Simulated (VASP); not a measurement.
A run of VASP 6.6.1 is set up as follows.

INCAR

```
PREC     = Accurate       # precision mode
ENCUT    = 600            # plane-wave cutoff, eV
EDIFF    = 1E-7           # SCF threshold, eV
ISMEAR   = 0              # smearing method
SIGMA    = 0.05           # smearing width, eV
LREAL    = F              # projectors in reciprocal space
LASPH    = T              # aspherical terms in the spheres
NELM     = 100            # most SCF steps
ALGO     = Normal         # electronic algorithm
ISIF     = 8              # what is computed and relaxed
LWAVE    = F              # write WAVECAR
LCHARG   = F              # write CHGCAR
IBRION   = 2              # ionic algorithm
NSW      = 60             # ionic steps
EDIFFG   = -0.01          # ionic threshold
```

KPOINTS

```
Automatic mesh
0
Gamma
  8 8 5
```

File POSCAR:

```
TaRe
1.0
    1.5963300000     -2.2893200000      0.0000000000
    1.5963300000      2.2893200000      0.0000000000
    0.0000000000      0.0000000000      4.4440900000
Ta Re
1 1
Direct
    0.5000000000      0.5000000000      0.5000000000
    0.0000000000      0.0000000000      0.0000000000
```

Potentials or basis: VASP PAW LDA potentials, release 64 (Ta_pv, Re).

Launch:

```bash
$ cat potpaw_LDA.64/Ta_pv/POTCAR potpaw_LDA.64/Re/POTCAR > POTCAR
$ mpirun -np 1 vasp_std > vasp.out
```

(1) Estimate the space group after relaxing (to 0.1 Å).

(2) Predict the band gap on the k mesh.

(3) What does it give for the relaxed cell?

Answers

(1) Cmmm (No. 65).

(2) zero (bands 9 and 10 overlap by 3.22 eV).

(3) a = 2.759 Å, b = 2.759 Å, c = 4.393 Å, α = 90.00°, β = 90.00°, γ = 110.22°.

Caveat: spin-orbit coupling is left out, which moves the levels of the heavy elements.
